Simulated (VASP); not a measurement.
Set up this calculation in VASP 6.6.1, as the native input.

| Property | Result |
| --- | --- |
| Task | single point |
| Functional | PBE |
| Dispersion | D3(BJ) |
| Potentials or basis | VASP PAW PBE potentials, release 64 (Mo_sv, S) |
| Cutoff | 520 eV |
| k mesh | 12 × 12 × 4 |
| Occupations | gaussian, width 0.05 eV |
| Spin | no spin polarisation |
| Dipole correction | no |
| Further INCAR settings | ALGO = Normal; EDIFF = 1e-07; NBANDS = 35 |

The structure of MoS2 lies in POSCAR:

```
MoS2
1.0
    3.0234000000      0.0000000000      0.0000000000
   -1.5117000000      2.6183412058      0.0000000000
    0.0000000000      0.0000000000     11.2249000000
Mo S
2 4
Direct
    0.6666666667      0.3333333333      0.2501439769
    0.3333333333      0.6666666667      0.7498560231
    0.3333333333      0.6666666667      0.3795985159
    0.6666666667      0.3333333333      0.8793132861
    0.3333333333      0.6666666667      0.1206867139
    0.6666666667      0.3333333333      0.6204014841
```

These files were run (other wordings do the same):

INCAR

```
ALGO = Normal
EDIFF = 1E-7
ENCUT = 520
GGA = PE
ISIF = 2
ISMEAR = 0
IVDW = 12
LASPH = True
LCHARG = False
LREAL = False
LWAVE = False
NBANDS = 35
NELM = 100
PREC = Accurate
SIGMA = 0.05
```

KPOINTS

```
k-points
0
Gamma
  12 12 4
```

Potentials or basis: VASP PAW PBE potentials, release 64 (Mo_sv, S).

The run is started by

```sh
$ cat potpaw_PBE.64/Mo_sv/POTCAR potpaw_PBE.64/S/POTCAR > POTCAR
$ mpirun -np 1 vasp_std > vasp.out
```

It gave:

The pressure is 34.5 GPa. The largest force is 3.584 eV/Å, the band gap on the k mesh is 0.42 eV (least direct gap 1.85 eV) and the dispersion energy per atom is -0.514 eV.

Caveat: the stress differs along the axes, from 31 to 42 GPa; forces of over 1 eV/Å act on the atoms, so gaps and moduli don't describe the material at rest.

Run time: 4.4 min on 1 thread of Intel(R) Xeon(R) Platinum 8259CL CPU @ 2.50GHz (Skylake/Cascade Lake), on a shared host, peak memory 0.32 GiB.
